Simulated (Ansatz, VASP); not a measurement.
**Mg7FeO8: VASP beside Ansatz**

File INCAR:

```
  PREC = Accurate
  ENCUT = 750
  EDIFF = 1E-6
  ISMEAR = 0
  SIGMA = 0.01
  LREAL = Auto
  LASPH = True
  NELM = 200
  ALGO = Normal
  ISIF = 2
  LWAVE = False
  LCHARG = False
  ISPIN = 2
  MAGMOM = 0 0 0 0 0 0 0 0 0 0 0 0 0 0 0 4
  LORBIT = 11
  LMAXMIX = 4
  NBANDS = 85
  ISYM = 0
  GGA_COMPAT = False
```

KPOINTS

```
regular mesh
0
Gamma
  1 2 2
```

The input POSCAR:

```
Mg7FeO8
1.0
    8.5500000000      0.0000000000      0.0000000000
    0.0000000000      4.2750000000      0.0000000000
    0.0000000000      0.0000000000      4.2750000000
Mg O Fe
7 8 1
Direct
    0.0000000000      0.0000000000      0.0000000000
    0.5000000000      0.0000000000      0.0000000000
    0.5000000000      0.5000000000      0.5000000000
    0.2500000000      0.0000000000      0.5000000000
    0.7500000000      0.0000000000      0.5000000000
    0.2500000000      0.5000000000      0.0000000000
    0.7500000000      0.5000000000      0.0000000000
    0.2500000000      0.0000000000      0.0000000000
    0.7500000000      0.0000000000      0.0000000000
    0.2500000000      0.5000000000      0.5000000000
    0.7500000000      0.5000000000      0.5000000000
    0.0000000000      0.0000000000      0.5000000000
    0.5000000000      0.0000000000      0.5000000000
    0.0000000000      0.5000000000      0.0000000000
    0.5000000000      0.5000000000      0.0000000000
    0.0000000000      0.5000000000      0.5000000000
```

Input for Ansatz:

```yaml
crystal:
  lattice:
    - [8.55, 0.0, 0.0]
    - [0.0, 4.275, 0.0]
    - [0.0, 0.0, 4.275]
  atoms:
    - { symbol: Mg, position: [0.0, 0.0, 0.0] }
    - { symbol: Mg, position: [0.5, 0.0, 0.0] }
    - { symbol: O, position: [0.25, 0.0, 0.0] }
    - { symbol: O, position: [0.75, 0.0, 0.0] }
    - { symbol: Fe, position: [0.0, 0.5, 0.5], spin: 4.0 }
    - { symbol: Mg, position: [0.5, 0.5, 0.5] }
    - { symbol: O, position: [0.25, 0.5, 0.5] }
    - { symbol: O, position: [0.75, 0.5, 0.5] }
    - { symbol: Mg, position: [0.25, 0.0, 0.5] }
    - { symbol: Mg, position: [0.75, 0.0, 0.5] }
    - { symbol: O, position: [0.0, 0.0, 0.5] }
    - { symbol: O, position: [0.5, 0.0, 0.5] }
    - { symbol: Mg, position: [0.25, 0.5, 0.0] }
    - { symbol: Mg, position: [0.75, 0.5, 0.0] }
    - { symbol: O, position: [0.0, 0.5, 0.0] }
    - { symbol: O, position: [0.5, 0.5, 0.0] }
  symmetry: { detect: false, time_reversal: true }
magnetization:
  spin_polarized: true
hamiltonian:
  xc: lda
  pseudopotentials: { kind: paw }
basis:
  ecutwfc: 420
kpoints:
  mp_grid: { grid: [1, 2, 2] }
scf:
  occupations: { method: gaussian, width: 0.01 }
  lower_state_search: "off"
output:
  forces: true
  stress: true
  write_density: true
  write_potential: true
  elf: true
  volumetric_format: npy
```

Alike in both runs: task single point; functional LDA; k mesh 1 × 2 × 2; occupations gaussian, width 0.01 eV; collinear spin.

|  | VASP | Ansatz |
| --- | --- | --- |
| version | VASP 6.6.1 | Ansatz 0.2.0 |
| potentials or method | VASP PAW LDA potentials, release 64 (Mg_sv, O, Fe_sv), cutoff 750 eV | PAW, plane waves, scalar-relativistic |
| valence electrons in the cell | 134 | 134 |

|  | VASP | Ansatz | Ansatz less VASP |
| --- | --- | --- | --- |
| pressure (GPa) | -13.0 | -12.8 | +0.14 |
| rms of the force components (eV/Å) | 0.127 | 0.131 | +0.0044 |
| net moment per atom (μB) | 0.22 | 0.22 | 0.000 |
| size of the moment on the site where the two differ most (μB) | 3.03 | 3.00 | -0.024 |

LDA's correlation is that of Perdew and Zunger in VASP and of Perdew and Wang (1992) in Ansatz. Site moments also hang on the region over which each program counts them.

The k mesh is coarse, so the values compare programs but aren't converged.
